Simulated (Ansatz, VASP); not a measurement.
Two plane-wave programs on SrAg6

```
Sr Ag
1.0
     6.43488    0.00000    0.00000
     0.00000    6.43488    0.00000
     0.00000    0.00000    6.43488
Sr Ag
1 6
Direct
  0.00000 0.00000 0.00000
  0.19866 0.50000 0.50000
  0.50000 0.19866 0.50000
  0.80134 0.50000 0.50000
  0.50000 0.80134 0.50000
  0.50000 0.50000 0.19866
  0.50000 0.50000 0.80134
```

Change from the starting cell: species swapped into the LaB6 type (Pm-3m, No. 221).

Alike in both runs: functional PBE; k mesh 6 × 6 × 6; occupations gaussian, width 0.1 eV; no spin polarisation.

Ansatz relaxed the structure, and its values are those at the end. VASP's run is a single point on that final structure, the one shown.

|  | VASP | Ansatz |
| --- | --- | --- |
| version | VASP 6.6.1 | Ansatz 0.2.0 |
| potentials or method | VASP PAW PBE potentials, release 64 (Sr_sv, Ag), cutoff 520 eV | scalar-relativistic, plane waves, PAW |
| valence electrons in the cell | 76 | 124 |

VASP gave:

- gap on the k mesh at the Fermi level (eV): none
- pressure (GPa): -0.1

Q: Estimate Ansatz's values.

A: gap on the k mesh at the Fermi level (eV): none; pressure (GPa): 0.0.

A gap of «none» marks a metal or a gap that the smearing closes. VASP's potentials hold 76 valence electrons a cell and Ansatz's 124, so a difference there can come from the potentials and not from the codes.
